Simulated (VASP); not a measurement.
Input of a VASP 6.6.1 run:

The input INCAR:

```
SYSTEM = MgH2
PREC = Accurate ; ENCUT = 600
EDIFF = 1E-6 ; ISMEAR = -1
SIGMA = 0.05 ; LREAL = .FALSE.
LASPH = .TRUE. ; NELM = 60
ALGO = Normal ; ISIF = 3
LWAVE = .FALSE. ; LCHARG = .FALSE.
GGA = PE ; IBRION = 2
NSW = 100 ; EDIFFG = -0.005
```

File KPOINTS:

```
Automatic mesh
0
G
  14 14 14
  0 0 0
```

POSCAR

```
MgH2
1.0
    0.0000000000      2.5553258337      2.5553258337
    2.5553258337      0.0000000000      2.5553258337
    2.5553258337      2.5553258337      0.0000000000
Mg H
1 2
Direct
    0.0000000000      0.0000000000      0.0000000000
    0.2500000000      0.2500000000      0.2500000000
    0.7500000000      0.7500000000      0.7500000000
```

Potentials or basis: VASP PAW PBE potentials, release 64 (Mg, H).

Command:

```bash
$ cat potpaw_PBE.64/Mg/POTCAR potpaw_PBE.64/H/POTCAR > POTCAR
$ mpirun -np 1 vasp_std > vasp.out
```

Estimate the band gap on the k mesh.

zero (band 2 reaches 3.91 eV, above the bottom of band 3 at 2.62 eV).

Predict the relaxed volume.

8.94 Å³/atom.

Final structure:
```
Mg H
1.0
     0.00000    2.37613    2.37613
     2.37613    0.00000    2.37613
     2.37613    2.37613    0.00000
Mg H
1 2
Direct
  0.00000 0.00000 0.00000
  0.25000 0.25000 0.25000
  0.75000 0.75000 0.75000
```

Caveat: the volume moved by over 15 % at a fixed basis, so the end points are rough.
